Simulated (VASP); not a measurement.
# WSe2 (F-43m) in VASP: further runs, part 2 of 2

VASP 6.6.1. The steps go on from the part before.

## Step 3: Single point, PBE

This run uses another cell than the first one, of 19.89 Å³/atom.

INCAR

```
PREC = Accurate ; ENCUT = 500
EDIFF = 1E-6 ; ISMEAR = 0
SIGMA = 0.1 ; LREAL = F
LASPH = T ; NELM = 120
ALGO = Normal ; ISIF = 2
LWAVE = F ; LCHARG = F
GGA = PE ; NBANDS = 20
GGA_COMPAT = F
```

KPOINTS

```
regular mesh
0
Gamma
  14 14 14
```

POSCAR

```
WSe2
1.0
    0.0000000000      3.1015888384      3.1015888384
    3.1015888384      0.0000000000      3.1015888384
    3.1015888384      3.1015888384      0.0000000000
W Se
1 2
Direct
    0.5000000000      0.5000000000      0.5000000000
    0.2500000000      0.2500000000      0.2500000000
    0.0000000000      0.0000000000      0.0000000000
```

Potentials or basis: VASP PAW PBE potentials, release 64 (W_sv, Se).

Launch:

```
cat potpaw_PBE.64/W_sv/POTCAR potpaw_PBE.64/Se/POTCAR > POTCAR
mpirun -np 1 vasp_std > vasp.out
```

OUTCAR:

```text
PREC = Accurate
   ENCUT = 500
   EDIFF = 1E-6
   ISMEAR = 0
   LREAL = F
   LASPH = T
   NELM = 120
   ISIF = 2
   GGA = PE

 ion  position               nearest neighbor table
   1  0.500  0.500  0.500-   2 2.69   2 2.69   2 2.69   2 2.69   3 3.10   3 3.10   3 3.10   3 3.10
                             3 3.10   3 3.10
   2  0.250  0.250  0.250-   3 2.69   3 2.69   3 2.69   1 2.69   3 2.69   1 2.69   1 2.69   1 2.69

   3  0.000  0.000  0.000-   2 2.69   2 2.69   2 2.69   2 2.69   1 3.10   1 3.10   1 3.10   1 3.10
                             1 3.10   1 3.10

  LATTYP: Found a face centered cubic cell.
 ALAT       =     6.2031776768

  Lattice vectors:

 A1 = (   0.0000000000,   3.1015888384,   3.1015888384)
 A2 = (   3.1015888384,   0.0000000000,   3.1015888384)
 A3 = (   3.1015888384,   3.1015888384,   0.0000000000)

Analysis of symmetry for initial positions (statically):
=====================================================================
 Subroutine PRICEL returns:
 Original cell was already a primitive cell.

 Routine SETGRP: Setting up the symmetry group for a
 face centered cubic supercell.

 Subroutine GETGRP returns: Found 24 space group operations
 (whereof 24 operations were pure point group operations)
 out of a pool of 48 trial point group operations.

The static configuration has the point symmetry T_d .

Analysis of symmetry for dynamics (positions and initial velocities):
=====================================================================
 Subroutine PRICEL returns:
 Original cell was already a primitive cell.

 Routine SETGRP: Setting up the symmetry group for a
 face centered cubic supercell.

 Subroutine GETGRP returns: Found 24 space group operations
 (whereof 24 operations were pure point group operations)
 out of a pool of 48 trial point group operations.

The dynamic configuration has the point symmetry T_d .
[... 116 lines left out ...]
   ISMEAR =     0;   SIGMA  =   0.10  broadening in eV -4-tet -1-fermi 0-gaus
   EFERMI_NEDOS =   21; number of points for ismear=-14 and -15
   IALGO  =     38    algorithm
   IMIX   =      4    mixing-type and parameters
     AMIX     =   0.40;   BMIX     =  1.00
     AMIX_MAG =   1.60;   BMIX_MAG =  1.00
  volume/ion in A,a.u.               =      19.89       134.23
  Fermi-wavevector in a.u.,A,eV,Ry     =   1.241095  2.345330 20.957285  1.540317
  Thomas-Fermi vector in A             =   2.375508
   LORBIT       =      0    0 simple, 1 ext, 2 COOP (PROOUT), +10 PAW based schemes
   GGA     = PE    functional components
   LHFCALC =     F    Hartree Fock is set to
   AEXX    =    0.0000 exact exchange contribution
   IVDW    =     0    specifies the selected vdW correction
   LEPSILON=     F    determine dielectric tensor
   LRPA    =     F    only Hartree local field effects (RPA)
 non-spin polarized calculation
 Gauss-broadening in eV      SIGMA  =   0.10
  energy-cutoff  :      500.00
  volume of cell :       59.67
 maximum number of plane-waves:      1536
   NGX = 15   NGY = 15   NGZ = 15

 number of electron      26.0000000 magnetization

 Free energy of the ion-electron system (eV)
  ---------------------------------------------------
  ext. energy  EPLUGINS =         0.00000000
  ---------------------------------------------------
  free energy    TOTEN  =       -16.41537310 eV

  energy without entropy =      -16.40332125  energy(sigma->0) =      -16.40934718

 E-fermi :   7.4678     XC(G=0): -11.0492

 val. band max:        7.4580635200   @ k =  -0.3571   0.1429   0.0000
 cond. band min:       7.4772358194   @ k =  -0.2857   0.0714   0.0000
 fundamental gap:      0.0191722994
 Fermi energy:         7.4677819804

 k-point     1 :       0.0000    0.0000    0.0000
  band No.  band energies     occupation
      1     -67.1833      2.00000
      2     -31.3677      2.00000
      3     -31.3677      2.00000
      4     -31.3677      2.00000
      5      -9.5951      2.00000
      6      -3.5059      2.00000
[... 541 lines left out ...]
     19      12.5862      0.00000
     20      15.6979      0.00000

 [... further k-points ...]

------------------------ aborting loop because EDIFF is reached ----------------------------------------

  FORCE on cell =-STRESS in cart. coord.  units (eV):
  Direction    XX          YY          ZZ          XY          YZ          ZX
  --------------------------------------------------------------------------------------
  -------------------------------------------------------------------------------------
  Total        0.0500336      0.0500336      0.0500336      0.0000000      0.0000000     -0.0000000
  in kB        1.3433511      1.3433511      1.3433511      0.0000000      0.0000000     -0.0000000
  external PRESSURE =       1.3433511 kB  Pullay stress =       0.0000000 kB

 VOLUME and BASIS-vectors are now :
 -----------------------------------------------------------------------------
  energy-cutoff  :      500.00
  volume of cell :       59.67
      direct lattice vectors                 reciprocal lattice vectors
     0.000000000  3.101588838  3.101588838    -0.161207699  0.161207699  0.161207699
     3.101588838  0.000000000  3.101588838     0.161207699 -0.161207699  0.161207699
     3.101588838  3.101588838  0.000000000     0.161207699  0.161207699 -0.161207699

 POSITION                                       TOTAL-FORCE (eV/Angst)
 -----------------------------------------------------------------------------------
      3.10159      3.10159      3.10159         0.000000      0.000000      0.000000
      1.55079      1.55079      1.55079        -0.000000     -0.000000     -0.000000
      0.00000      0.00000      0.00000         0.000000     -0.000000      0.000000
 -----------------------------------------------------------------------------------
    total drift:                                0.000000      0.000000      0.000000

  FREE ENERGIE OF THE ION-ELECTRON SYSTEM (eV)
  ---------------------------------------------------
  free  energy   TOTEN  =       -16.4153731010 eV

  energy  without entropy=      -16.4033212507  energy(sigma->0) =      -16.40934718
```

OSZICAR:

```text
N       E                     dE             d eps       ncg     rms          rms(c)
DAV:   1     0.180183635278E+03    0.18018E+03   -0.14374E+04  4648   0.123E+03
DAV:   2    -0.821564978774E+01   -0.18840E+03   -0.18318E+03  4844   0.316E+02
DAV:   3    -0.170818465743E+02   -0.88662E+01   -0.85426E+01  5004   0.616E+01
DAV:   4    -0.172333698562E+02   -0.15152E+00   -0.15085E+00  4704   0.799E+00
DAV:   5    -0.172347971131E+02   -0.14273E-02   -0.14270E-02  4928   0.857E-01    0.138E+01
DAV:   6    -0.168515956074E+02    0.38320E+00   -0.10920E+01  4268   0.143E+01    0.563E+00
DAV:   7    -0.164479551333E+02    0.40364E+00   -0.33647E+00  4356   0.751E+00    0.459E+00
DAV:   8    -0.164158283383E+02    0.32127E-01   -0.19677E-01  4764   0.252E+00    0.397E-01
DAV:   9    -0.164154846982E+02    0.34364E-03   -0.35572E-03  4756   0.450E-01    0.183E-01
DAV:  10    -0.164153823328E+02    0.10237E-03   -0.10785E-03  4784   0.230E-01    0.530E-02
DAV:  11    -0.164153747870E+02    0.75458E-05   -0.99570E-05  4744   0.744E-02    0.234E-02
DAV:  12    -0.164153737389E+02    0.10480E-05   -0.19903E-05  4816   0.245E-02    0.899E-03
DAV:  13    -0.164153731010E+02    0.63788E-06   -0.17280E-06  2980   0.939E-03
   1 F= -.16415373E+02 E0= -.16409347E+02  d E =-.120519E-01
```

stdout:

```text
POSCAR found type information on POSCAR W Se
 POSCAR found :  2 types and       3 ions
 scaLAPACK will be used
 LDA part: xc-table for (Slater+PW92), standard interpolation
 POSCAR, INCAR and KPOINTS ok, starting setup
 FFT: planning ... GRIDC
 FFT: planning ... GRID_SOFT
 FFT: planning ... GRID
 WAVECAR not read
 entering main loop
```

Wall time 1.7 min (1 thread of Intel Xeon 8259CL, shared host); peak memory 0.26 GiB.

What came out:

```yaml
Free_energy: -16.4154 eV
Pressure: 0.1 GPa
Band_gap_on_the_k_mesh: zero (bands 13 and 14 overlap by 2.06 eV)
```

Caveat: spin-orbit coupling is left out, which moves the levels of the heavy elements.

## Step 4: Relaxation of cell and atoms, PBE

This run uses another cell than the first one, of 19.92 Å³/atom.

INCAR

```
ALGO = Normal
EDIFF = 1E-7
EDIFFG = -0.01
ENCUT = 500
GGA = PE
GGA_COMPAT = F
IBRION = 2
ISIF = 3
ISMEAR = 0
LASPH = T
LCHARG = F
LREAL = F
LWAVE = F
NELM = 120
NELMIN = 4
NSW = 100
PREC = Accurate
SIGMA = 0.1
```

KPOINTS

```
k-points
0
Gamma
  14 14 14
```

POSCAR

```
WSe2
1.0
    0.0000000000      3.1032878208      3.1032878208
    3.1032878208      0.0000000000      3.1032878208
    3.1032878208      3.1032878208      0.0000000000
W Se
1 2
Direct
    0.5000000000      0.5000000000      0.5000000000
    0.2500000000      0.2500000000      0.2500000000
    0.0000000000      0.0000000000      0.0000000000
```

Potentials or basis: VASP PAW PBE potentials, release 64 (W_sv, Se).

Launch:

```
cat potpaw_PBE.64/W_sv/POTCAR potpaw_PBE.64/Se/POTCAR > POTCAR
mpirun -np 1 vasp_std > vasp.out
```

OUTCAR:

```text
EDIFF = 1E-7
   EDIFFG = -0.01
   ENCUT = 500
   GGA = PE
   IBRION = 2
   ISIF = 3
   ISMEAR = 0
   LASPH = T
   LREAL = F
   NELM = 120
   NELMIN = 4
   NSW = 100
   PREC = Accurate

 ion  position               nearest neighbor table
   1  0.500  0.500  0.500-   2 2.69   2 2.69   2 2.69   2 2.69   3 3.10   3 3.10   3 3.10   3 3.10
                             3 3.10   3 3.10
   2  0.250  0.250  0.250-   3 2.69   3 2.69   3 2.69   1 2.69   1 2.69   1 2.69   3 2.69   1 2.69

   3  0.000  0.000  0.000-   2 2.69   2 2.69   2 2.69   2 2.69   1 3.10   1 3.10   1 3.10   1 3.10
                             1 3.10   1 3.10

  LATTYP: Found a face centered cubic cell.
 ALAT       =     6.2065756416

  Lattice vectors:

 A1 = (   0.0000000000,   3.1032878208,   3.1032878208)
 A2 = (   3.1032878208,   0.0000000000,   3.1032878208)
 A3 = (   3.1032878208,   3.1032878208,   0.0000000000)

Analysis of symmetry for initial positions (statically):
=====================================================================
 Subroutine PRICEL returns:
 Original cell was already a primitive cell.

[... 175 lines left out ...]
 cond. band min:       7.4576581779   @ k =  -0.2857   0.0714   0.0000
 fundamental gap:      0.0197865737
 Fermi energy:         7.4473019288

 k-point     1 :       0.0000    0.0000    0.0000
  band No.  band energies     occupation
      1     -67.2065      2.00000
      2     -31.3901      2.00000
      3     -31.3901      2.00000
      4     -31.3901      2.00000
      5      -9.6009      2.00000
      6      -3.5291      2.00000
[... 457 lines left out ...]
      4     -31.3916      2.00000
      5      -9.0047      2.00000
      6      -4.8580      2.00000
[... 9 lines left out ...]
     16       9.1514      0.00000
     17       9.1621      0.00000

 [... further k-points ...]

------------------------ aborting loop because EDIFF is reached ----------------------------------------

  FORCE on cell =-STRESS in cart. coord.  units (eV):
  Direction    XX          YY          ZZ          XY          YZ          ZX
  --------------------------------------------------------------------------------------
  -------------------------------------------------------------------------------------
  Total       -0.0057499     -0.0057499     -0.0057499      0.0000000     -0.0000000     -0.0000000
  in kB       -0.1541268     -0.1541268     -0.1541268      0.0000000     -0.0000000     -0.0000000
  external PRESSURE =      -0.1541268 kB  Pullay stress =       0.0000000 kB

 VOLUME and BASIS-vectors are now :
 -----------------------------------------------------------------------------
  energy-cutoff  :      500.00
  volume of cell :       59.77
      direct lattice vectors                 reciprocal lattice vectors
     0.000000000  3.103287821  3.103287821    -0.161119441  0.161119441  0.161119441
     3.103287821  0.000000000  3.103287821     0.161119441 -0.161119441  0.161119441
     3.103287821  3.103287821  0.000000000     0.161119441  0.161119441 -0.161119441

 POSITION                                       TOTAL-FORCE (eV/Angst)
 -----------------------------------------------------------------------------------
      3.10329      3.10329      3.10329         0.000000      0.000000      0.000000
      1.55164      1.55164      1.55164        -0.000000     -0.000000     -0.000000
      0.00000      0.00000      0.00000         0.000000      0.000000      0.000000
 -----------------------------------------------------------------------------------
    total drift:                                0.000000      0.000000      0.000000

  FREE ENERGIE OF THE ION-ELECTRON SYSTEM (eV)
  ---------------------------------------------------
  free  energy   TOTEN  =       -16.4154360420 eV

  energy  without entropy=      -16.4033672297  energy(sigma->0) =      -16.40940164

 reached required accuracy - stopping structural energy minimisation
```

It took 1.8 min on 1 thread of Intel Xeon 8259CL, shared host; peak memory 0.25 GiB.

Results:

```
Free energy             : -16.4154 eV
Pressure after relaxing : 0.0 GPa
Band gap on the k mesh  : zero (bands 13 and 14 overlap by 2.05 eV)
```

Final structure:
```
W Se
1.0
     0.00000    3.10329    3.10329
     3.10329    0.00000    3.10329
     3.10329    3.10329    0.00000
W Se
1 2
Cartesian
  3.1033 3.1033 3.1033
  1.5516 1.5516 1.5516
  0.0000 0.0000 0.0000
```

Caveat: the relaxation stopped at its first step, so nothing moved; spin-orbit coupling is left out, which moves the levels of the heavy elements.

## Step 5: Overview

```csv
task,cell,k mesh,gap on the mesh (eV),pressure (GPa)
single point,"a = 4.980 Å, angles 60.0°, 3 atoms",4 × 4 × 4,none,-16.1
single point,"a = 4.386 Å, angles 60.0°, 3 atoms",14 × 14 × 14,none,0.1
relaxation of cell and atoms,"relaxed from a = 4.389 Å, angles 60.0°, 3 atoms",14 × 14 × 14,none,0.0
```

Alike in all rows: level PBE; potentials or basis VASP PAW PBE potentials, release 64 (W_sv, Se); no spin polarisation; cutoff (eV) 500; smearing gaussian 0.1 eV.

Caveats: some runs use coarse meshes; spin-orbit coupling is left out, which moves the levels of the heavy elements; the relaxation stopped at its first step, so nothing moved (at least some runs).

Total energies depend on the potentials used, so only differences within one code and one set of settings carry meaning.

The gap in the log of VASP goes by the Fermi energy; the results here count the filled bands.